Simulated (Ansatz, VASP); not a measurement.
# LaSi3Ir: VASP beside Ansatz

```
La Si Ir
1.0
    -2.11680    2.11680    4.87466
     2.11680   -2.11680    4.87466
     2.11680    2.11680   -4.87466
La Si Ir
1 3 1
Direct
  0.99894 0.99894 0.00000
  0.76225 0.26225 0.50000
  0.26225 0.76225 0.50000
  0.41233 0.41233 0.00000
  0.65374 0.65374 0.00000
```

Alike in both runs: functional LDA; k mesh 12 × 12 × 12; occupations fermi-dirac, width 0.15 eV; no spin polarisation.

Ansatz relaxed the structure, and its values are those at the end. VASP's run is a single point on that final structure, the one shown.

|  | VASP | Ansatz |
| --- | --- | --- |
| version | VASP 6.6.1 | Ansatz 0.2.0 |
| potentials or method | VASP PAW LDA potentials, release 64 (La, Si, Ir), cutoff 520 eV | scalar-relativistic, plane waves, PAW |
| valence electrons in the cell | 32 | 40 |

|  | VASP | Ansatz | Ansatz less VASP |
| --- | --- | --- | --- |
| gap on the k mesh at the Fermi level (eV) | none | none | - |
| pressure (GPa) | 0.4 | 0.0 | -0.42 |
| rms of the force components (eV/Å) | 0.024 | 0.000 | -0.0243 |

LDA's correlation is that of Perdew and Zunger in VASP and of Perdew and Wang (1992) in Ansatz. A gap of «none» marks a metal or a gap that the smearing closes. VASP's potentials hold 32 valence electrons a cell and Ansatz's 40, so a difference there can come from the potentials and not from the codes.

Spin-orbit coupling is off throughout.
